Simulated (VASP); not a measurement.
Wanted: the native input for a VASP 6.6.1 run.

```
Task                   : single point
Functional             : PBEsol
Potentials or basis    : VASP PAW PBE potentials, release 64 (Rh_pv)
Cutoff                 : 520 eV
k mesh                 : 9 × 9 × 8
Occupations            : gaussian, width 0.1 eV
Spin                   : no spin polarisation
Dipole correction      : no
Further INCAR settings : ALGO = Fast; EDIFF = 1e-06; NBANDS = 14
```

The structure of Rh lies in POSCAR:

```
Rh
1.0
    2.5991433143      0.0000000000      0.0000000000
   -1.2995716572      2.2509241383      0.0000000000
    0.0000000000      0.0000000000      2.5077591184
Rh
1
Direct
    0.0000000000      0.0000000000      0.0000000000
```

This isn't the form of Rh at room conditions, which is fcc.

One way to write it, as run:

INCAR

```
SYSTEM = Rh
ALGO = Fast
EDIFF = 1E-6
ENCUT = 520
GGA = PS
ISIF = 2
ISMEAR = 0
LASPH = .TRUE.
LCHARG = .FALSE.
LREAL = .FALSE.
LWAVE = .FALSE.
NBANDS = 14
NELM = 100
PREC = Accurate
SIGMA = 0.1
```

KPOINTS

```
k-points
0
G
  9 9 8
  0 0 0
```

Potentials or basis: VASP PAW PBE potentials, release 64 (Rh_pv).

Command:

```sh
$ cat potpaw_PBE.64/Rh_pv/POTCAR > POTCAR
$ mpirun -np 1 vasp_std > vasp.out
```

Results of the run:

- Pressure: 0.2 GPa
- Band gap on the k mesh: zero (an odd number of electrons rules out a gap without spin polarisation)

Caveat: the PAW data sets were made with another functional, which shifts forces and pressure a little.

Run time: 14 s on 1 thread of Intel Xeon 8259CL (shared host), peak memory 0.13 GiB.
